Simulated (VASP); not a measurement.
# TaSi31 (a cell with a defect) in VASP: single point with PBE

Aim: the single point of TaSi31 (a cell with a defect) with PBE.

Program: VASP 6.6.1. These are calculated values, not measurements. Logs are shortened: lines on timing, memory, paths and dates and some standing lists are left out, and cuts for length are marked.

**1. The cell of the first run**

The cell holds a defect, 32 atoms: a = 9.474 Å, b = 9.474 Å, c = 9.474 Å, α = 109.47°, β = 109.47°, γ = 109.47°.

**2. Single point, PBE, collinear spin**

INCAR

```
SYSTEM = TaSi31
PREC = Accurate
ENCUT = 520
EDIFF = 1E-7
ISMEAR = 0
SIGMA = 0.02
LREAL = Auto
LASPH = .True.
NELM = 150
ALGO = Normal
ISIF = 2
LWAVE = .False.
LCHARG = .False.
ISPIN = 2
MAGMOM = 0.2 0 0 0 0 0 0 0 0 0 0 0 0 0 0 0 0.2 0 0 0 0.2 0 0.2 0 0 0.2 0 0 0 0 0 0
LORBIT = 11
LMAXMIX = 4
GGA = PE
NBANDS = 94
```

KPOINTS

```
Automatic mesh
0
Gamma
  2 2 2
  0.5 0.5 0.5
```

POSCAR

```
TaSi31
1.0
   -5.4700936474     -5.4700936474     -5.4700936474
    5.4700936474      5.4700936474     -5.4700936474
    5.4700936474     -5.4700936474      5.4700936474
Ta Si
1 31
Direct
    0.5000000000      0.7500000000      0.5000000000
    0.5000000000      0.4967615472      0.7516101618
    0.2467615472      0.7500000000      0.7516101618
    0.5000000000      0.2500000000      0.0000000000
    0.2483898382      0.4983898382     -0.0048486145
    0.0000000000      0.7500000000      0.0000000000
    0.5000000000      0.0016101618      0.2467615472
    0.2483898382      0.2451513855      0.2483898382
   -0.0048486145      0.4983898382      0.2483898382
    0.7516101618      0.7500000000      0.2467615472
    0.2467615472      0.0016101618      0.5000000000
    0.0000000000      0.2500000000      0.5000000000
    0.7516101618      0.4967615472      0.5000000000
    0.0048486145      0.0032384528      0.7532384528
    0.7532384528      0.2548486145      0.7532384528
    0.7532384528      0.0032384528      0.0048486145
    0.5000000000      0.7500000000      0.7642574055
    0.5000000000      0.4987079292      0.0009057839
    0.2487079292      0.7500000000      0.0009057839
    0.5000000000      0.2509057839      0.2487079292
    0.2357425945      0.4857425945      0.2357425945
    0.0009057839      0.7500000000      0.2487079292
    0.5000000000      0.0142574055      0.5000000000
    0.2487079292      0.2509057839      0.5000000000
    0.0009057839      0.4987079292      0.5000000000
    0.7642574055      0.7500000000      0.5000000000
    0.2521978547      0.0012920708      0.7512920708
    0.9990942161      0.2490942161      0.7478021453
    0.7512920708      0.5021978547      0.7512920708
   -0.0009057839     -0.0021978547     -0.0009057839
    0.7478021453      0.2490942161     -0.0009057839
    0.7512920708      1.0012920708      0.2521978547
```

Potentials or basis: VASP PAW PBE potentials, release 64 (Ta_pv, Si).

The run is started by

```console
cat potpaw_PBE.64/Ta_pv/POTCAR potpaw_PBE.64/Si/POTCAR > POTCAR
mpirun -np 1 vasp_std > vasp.out
```

OUTCAR:

```text
SYSTEM = TaSi31
   PREC = Accurate
   ENCUT = 520
   EDIFF = 1E-7
   ISMEAR = 0
   LREAL = Auto
   LASPH = .True.
   NELM = 150
   ISIF = 2
   ISPIN = 2
   LORBIT = 11
   GGA = PE

 ion  position               nearest neighbor table
   1  0.500  0.750  0.500-  17 2.50  21 2.50  23 2.50  26 2.50
   2  0.500  0.497  0.752-  18 2.36  17 2.36  24 2.37  29 2.37
   3  0.247  0.750  0.752-  19 2.36  17 2.36  25 2.37  27 2.37
   4  0.500  0.250  0.000-  18 2.35  20 2.35  27 2.35  31 2.35
   5  0.248  0.498  0.995-  28 2.36  21 2.36  18 2.37  19 2.37
   6  0.000  0.750  0.000-  19 2.35  22 2.35  29 2.35  30 2.35
[... 24 lines left out ...]
  31  0.748  0.249  0.999-   4 2.35   9 2.36  15 2.37  16 2.37
  32  0.751  0.001  0.252-  12 2.35  16 2.36   7 2.37  10 2.37

  LATTYP: Found a body centered cubic cell.
 ALAT       =    10.9401872948

  Lattice vectors:

 A1 = (  -5.4700936474,  -5.4700936474,  -5.4700936474)
 A2 = (   5.4700936474,   5.4700936474,  -5.4700936474)
 A3 = (   5.4700936474,  -5.4700936474,   5.4700936474)

Analysis of symmetry for initial positions (statically):
=====================================================================
 Subroutine PRICEL returns:
 Original cell was already a primitive cell.

 Routine SETGRP: Setting up the symmetry group for a
 body centered cubic supercell.

 Subroutine GETGRP returns: Found 24 space group operations
 (whereof  2 operations were pure point group operations)
 out of a pool of 48 trial point group operations.

The static configuration has the point symmetry C_1h.
 The point group associated with its full space group is T_d .

Analysis of symmetry for dynamics (positions and initial velocities):
=====================================================================
 Subroutine PRICEL returns:
 Original cell was already a primitive cell.

 Routine SETGRP: Setting up the symmetry group for a
 body centered cubic supercell.

 Subroutine GETGRP returns: Found 24 space group operations
 (whereof  2 operations were pure point group operations)
 out of a pool of 48 trial point group operations.

The dynamic configuration has the point symmetry C_1h.
 The point group associated with its full space group is T_d .

Analysis of structural, dynamic, and magnetic symmetry:
=====================================================================
 Subroutine PRICEL returns:
 Original cell was already a primitive cell.

 Routine SETGRP: Setting up the symmetry group for a
 body centered cubic supercell.

 Subroutine GETGRP returns: Found 24 space group operations
 (whereof  2 operations were pure point group operations)
 out of a pool of 48 trial point group operations.

The overall configuration has the point symmetry C_1h.
 The point group associated with its full space group is T_d .

 Subroutine INISYM returns: Found 24 space group operations
 (whereof  2 operations are pure point group operations),
 and found     1 'primitive' translations

----------------------------------------------------------------------------------------

                                     Primitive cell

  volume of cell :     654.7029

  direct lattice vectors                    reciprocal lattice vectors
    -5.470093647 -5.470093647 -5.470093647     0.000000000 -0.091406113 -0.091406113
     5.470093647  5.470093647 -5.470093647     0.091406113  0.000000000 -0.091406113
     5.470093647 -5.470093647  5.470093647     0.091406113 -0.091406113  0.000000000

  length of vectors
     9.474480119  9.474480119  9.474480119     0.129267765  0.129267765  0.129267765

  position of ions in fractional coordinates (direct lattice)
     0.500000000  0.750000000  0.500000000
     0.500000000  0.496761547  0.751610162
     0.246761547  0.750000000  0.751610162
     0.500000000  0.250000000  0.000000000
     0.248389838  0.498389838  0.995151386
     0.000000000  0.750000000  0.000000000
[... 24 lines left out ...]
     0.747802145  0.249094216  0.999094216
     0.751292071  0.001292071  0.252197855

  ion indices of the primitive-cell ions
   primitive index   ion index
                 1           1
                 2           2
                 3           3
                 4           4
                 5           5
                 6           6
[... 24 lines left out ...]
                31          31
                32          32

----------------------------------------------------------------------------------------

 KPOINTS: Automatic mesh

Automatic generation of k-mesh.
 Grid dimensions read from file:
 generate k-points for:    2    2    2

 Generating k-lattice:

  Cartesian coordinates                     Fractional coordinates (reciprocal lattice)
     0.000000000 -0.045703057 -0.045703057     0.500000000  0.000000000  0.000000000
     0.045703057  0.000000000 -0.045703057     0.000000000  0.500000000  0.000000000
     0.045703057 -0.045703057  0.000000000     0.000000000  0.000000000  0.500000000

  Length of vectors
     0.064633883  0.064633883  0.064633883

  Shift w.r.t. Gamma in fractional coordinates (k-lattice)
     0.500000000  0.500000000  0.500000000

 Subroutine IBZKPT returns following result:
 ===========================================

 Found      2 irreducible k-points:

 Following reciprocal coordinates:
            Coordinates               Weight
  0.250000  0.250000  0.250000      2.000000
 -0.250000  0.250000  0.250000      6.000000
   k-points           NKPTS =      2   k-points in BZ     NKDIM =      2   number of bands    NBANDS=     94
   number of dos      NEDOS =    301   number of ions     NIONS =     32
   total plane-waves  NPLWV = 343000
   dimension x,y,z NGX =    70 NGY =   70 NGZ =   70
   dimension x,y,z NGXF=   140 NGYF=  140 NGZF=  140
   ions per type =               1  31
   NGX,Y,Z   is equivalent  to a cutoff of  12.28, 12.28, 12.28 a.u.
   NGXF,Y,Z  is equivalent  to a cutoff of  24.57, 24.57, 24.57 a.u.
 SYSTEM =  TaSi31
   PREC   = accura    normal or accurate (medium, high low for compatibility)
   ISTART =      0    job   : 0-new  1-cont  2-samecut
   ICHARG =      2    charge: 1-file 2-atom 10-const
   ISPIN  =      2    spin polarized calculation?
   LNONCOLLINEAR =      F non collinear calculations
   LSORBIT =      F    spin-orbit coupling
   LASPH  =      T    aspherical Exc in radial PAW
   ENCUT  =  520.0 eV  38.22 Ry    6.18 a.u.  17.62 17.62 17.62*2*pi/ulx,y,z
   NELM   =    150;   NELMIN=  2; NELMDL= -5     # of ELM steps
   EDIFF  = 0.1E-06   stopping-criterion for ELM
   LREAL  =      T    real-space projection
   EDIFFG = 0.1E-05   stopping-criterion for IOM
   NSW    =      0    number of steps for IOM
   IBRION =     -1    ionic relax: 0-MD 1-quasi-New 2-CG
   NFREE  =      0    steps in history (QN), initial steepest desc. (CG)
   ISIF   =      2    stress and relaxation
   ISYM   =      2    0-nonsym 1-usesym 2-fastsym
   POTIM  = 0.5000    time-step for ionic-motion
   TEBEG  =    0.0;   TEEND  =   0.0 temperature during run
   PSTRESS=    0.0 pullay stress
   NELECT =     135.0000    total number of electrons
   NUPDOWN=      -1.0000    fix difference up-down
   EMIN   =  10.00;   EMAX   =-10.00  energy-range for DOS
   EFERMI =   0.00;   METHOD = LEGACY
   ISMEAR =     0;   SIGMA  =   0.02  broadening in eV -4-tet -1-fermi 0-gaus
   EFERMI_NEDOS =   21; number of points for ismear=-14 and -15
   IALGO  =     38    algorithm
   IMIX   =      4    mixing-type and parameters
     AMIX     =   0.40;   BMIX     =  1.00
     AMIX_MAG =   1.60;   BMIX_MAG =  1.00
  volume/ion in A,a.u.               =      20.46       138.07
  Fermi-wavevector in a.u.,A,eV,Ry     =   0.967174  1.827694 12.727240  0.935426
  Thomas-Fermi vector in A             =   2.097038
   LORBIT       =     11    0 simple, 1 ext, 2 COOP (PROOUT), +10 PAW based schemes
   GGA     = PE    functional components
   LHFCALC =     F    Hartree Fock is set to
   AEXX    =    0.0000 exact exchange contribution
   IVDW    =     0    specifies the selected vdW correction
   LEPSILON=     F    determine dielectric tensor
   LRPA    =     F    only Hartree local field effects (RPA)
 spin polarized calculation
 Gauss-broadening in eV      SIGMA  =   0.02
  energy-cutoff  :      520.00
  volume of cell :      654.70
 maximum number of plane-waves:     17628
 NGX is ok and might be reduce to    70
   NGX = 35   NGY = 35   NGZ = 35

 number of electron     135.0000007 magnetization       0.9999861

 Free energy of the ion-electron system (eV)
  ---------------------------------------------------
  ext. energy  EPLUGINS =         0.00000000
  ---------------------------------------------------
  free energy    TOTEN  =      -176.51791517 eV

  energy without entropy =     -176.51405240  energy(sigma->0) =     -176.51598378

 E-fermi :   5.6852     XC(G=0):  -9.4073

 val. band max:        5.6791259485   @ k =  -0.2500   0.2500   0.2500
 cond. band min:       5.9810259127   @ k =  -0.2500   0.2500   0.2500
 fundamental gap:      0.3018999642
 Fermi energy:         5.6852242888

 spin component 1

 k-point     1 :       0.2500    0.2500    0.2500
  band No.  band energies     occupation
      1     -28.8577      1.00000
      2     -28.8577      1.00000
      3     -28.8577      1.00000
      4      -5.5106      1.00000
      5      -5.5106      1.00000
      6      -5.5106      1.00000
[... 71 lines left out ...]
     78       7.1950      0.00000
     79       7.2423      0.00000

 k-point     2 :      -0.2500    0.2500    0.2500
  band No.  band energies     occupation
      1     -28.8577      1.00000
      2     -28.8577      1.00000
      3     -28.8577      1.00000
      4      -5.9653      1.00000
      5      -5.0143      1.00000
      6      -4.9675      1.00000
[... 71 lines left out ...]
     78       7.7292      0.00000
     79       7.8156      0.00000
 Fermi energy:         5.6852242888

 spin component 2

 k-point     1 :       0.2500    0.2500    0.2500
  band No.  band energies     occupation
      1     -28.5494      1.00000
      2     -28.5494      1.00000
      3     -28.5494      1.00000
      4      -5.5023      1.00000
      5      -5.5023      1.00000
      6      -5.5023      1.00000
[... 71 lines left out ...]
     78       7.2280      0.00000
     79       7.2504      0.00000

 k-point     2 :      -0.2500    0.2500    0.2500
  band No.  band energies     occupation
      1     -28.5494      1.00000
      2     -28.5494      1.00000
      3     -28.5494      1.00000
      4      -5.9550      1.00000
      5      -5.0064      1.00000
      6      -4.9591      1.00000
[... 71 lines left out ...]
     78       7.7685      0.00000
     79       7.8373      0.00000
 [bands above 79 left out]

------------------------ aborting loop because EDIFF is reached ----------------------------------------

  FORCE on cell =-STRESS in cart. coord.  units (eV):
  Direction    XX          YY          ZZ          XY          YZ          ZX
  --------------------------------------------------------------------------------------
  -------------------------------------------------------------------------------------
  Total        5.2105247      5.2105247      5.2105247     -0.0000000     -0.0000000      0.0000000
  in kB       12.7511033     12.7511033     12.7511033     -0.0000000     -0.0000000      0.0000000
  external PRESSURE =      12.7511033 kB  Pullay stress =       0.0000000 kB

 VOLUME and BASIS-vectors are now :
 -----------------------------------------------------------------------------
  energy-cutoff  :      520.00
  volume of cell :      654.70
      direct lattice vectors                 reciprocal lattice vectors
    -5.470093647 -5.470093647 -5.470093647     0.000000000 -0.091406113 -0.091406113
     5.470093647  5.470093647 -5.470093647     0.091406113  0.000000000 -0.091406113
     5.470093647 -5.470093647  5.470093647     0.091406113 -0.091406113  0.000000000

 POSITION                                       TOTAL-FORCE (eV/Angst)
 -----------------------------------------------------------------------------------
      4.10257     -1.36752     -4.10257        -0.000000      0.000000     -0.000000
      4.09366     -4.12909     -1.34100         0.012714      0.014689     -0.014689
      6.86414     -1.35862     -1.34100        -0.014689     -0.012714     -0.014689
     -1.36752     -1.36752     -4.10257        -0.000000      0.000000     -0.000000
      6.81109     -4.07605      1.35862         0.014689     -0.014689      0.012714
      4.10257      4.10257     -4.10257        -0.000000      0.000000     -0.000000
[... 24 lines left out ...]
      2.73716     -8.19312      0.01202         0.009706      0.005548      0.005548
     -2.72302     -5.48212     -2.73716         0.005548     -0.005548     -0.009706
 -----------------------------------------------------------------------------------
    total drift:                               -0.000000      0.000000      0.000000

  FREE ENERGIE OF THE ION-ELECTRON SYSTEM (eV)
  ---------------------------------------------------
  free  energy   TOTEN  =      -176.5179151673 eV

  energy  without entropy=     -176.5140523959  energy(sigma->0) =     -176.51598378

 total charge

# of ion       s       p       d       tot
------------------------------------------
    1        0.393   6.085   2.389   8.867
    2        0.753   0.924   0.000   1.677
    3        0.753   0.924   0.000   1.677
    4        0.751   0.939   0.000   1.690
    5        0.753   0.924   0.000   1.677
    6        0.751   0.939   0.000   1.690
[... 24 lines left out ...]
   31        0.752   0.930   0.000   1.682
   32        0.752   0.930   0.000   1.682
--------------------------------------------------
tot         23.765  35.020   2.389  61.174

 magnetization (x)

# of ion       s       p       d       tot
------------------------------------------
    1        0.010   0.003   0.464   0.477
    2        0.003   0.001   0.000   0.004
    3        0.003   0.001   0.000   0.004
    4        0.000  -0.001   0.000  -0.000
    5        0.003   0.001   0.000   0.004
    6        0.000  -0.001   0.000  -0.000
[... 24 lines left out ...]
   31        0.001   0.001   0.000   0.001
   32        0.001   0.001   0.000   0.001
--------------------------------------------------
tot          0.041  -0.003   0.464   0.502
```

It took 22 min on 1 thread of Intel Xeon 8259CL, shared host; peak memory 1 GiB.

What came out:

| Quantity | Value |
| --- | --- |
| Free energy | -176.5179 eV |
| Pressure | 1.3 GPa |
| Largest force | 0.050 eV/Å |
| Band gap on the k mesh | zero (filled and empty bands overlap) |
| Net moment | 1.00 μB per cell |
| Site moments | Ta +0.48; Si +0.00, -0.00, -0.01 (each value once) μB |
| Valence electrons inside the program's atomic spheres | Ta 8.87; Si 1.68, 1.69, 1.73 (each value once) |

Forces in eV/Å, atoms in the order of the input:
```
Ta   0.000  0.000  0.000
Si   0.013  0.015 -0.015
Si  -0.015 -0.013 -0.015
Si   0.000  0.000  0.000
Si   0.015 -0.015  0.013
Si   0.000  0.000  0.000
Si   0.013 -0.015  0.015
Si   0.015  0.013 -0.015
Si  -0.013 -0.015 -0.015
Si   0.015 -0.013  0.015
Si  -0.015 -0.015 -0.013
Si   0.000  0.000  0.000
Si   0.015  0.015 -0.013
Si  -0.013  0.015  0.015
Si  -0.015  0.013  0.015
Si  -0.015  0.015  0.013
Si   0.029 -0.029  0.029
Si  -0.010 -0.006  0.006
Si   0.006  0.010  0.006
Si  -0.010  0.006 -0.006
Si  -0.029  0.029  0.029
Si  -0.006  0.010 -0.006
Si   0.029  0.029 -0.029
Si   0.006  0.006  0.010
Si  -0.006 -0.006  0.010
Si  -0.029 -0.029 -0.029
Si   0.010 -0.006 -0.006
Si  -0.006  0.006 -0.010
Si   0.006 -0.010 -0.006
Si  -0.006 -0.010  0.006
Si   0.010  0.006  0.006
Si   0.006 -0.006 -0.010
```

Levels at points of the mesh, in eV from the Fermi level:
Spin up:
| k point | band 64 | band 65 | band 66 | band 67 | band 68 | band 69 | band 70 | band 71 | band 72 | band 73 |
| --- | --- | --- | --- | --- | --- | --- | --- | --- | --- | --- |
| (0.25, 0.25, 0.25) | -0.91 | -0.91 | -0.91 | -0.91 | -0.05 | -0.05 | 1.18 | 1.18 | 1.18 | 1.35 |
Spin down:
```csv
k point,band 64,band 65,band 66,band 67,band 68,band 69,band 70,band 71
"(0.25, 0.25, 0.25)",-0.90,-0.84,-0.84,-0.84,0.37,0.37,1.24,1.24
```

Caveat: the k points lie up to 0.41 Å⁻¹ apart; spin-orbit coupling is left out, which moves the levels of the heavy elements.

The gap in the log of VASP goes by the Fermi energy; the results here count the filled bands.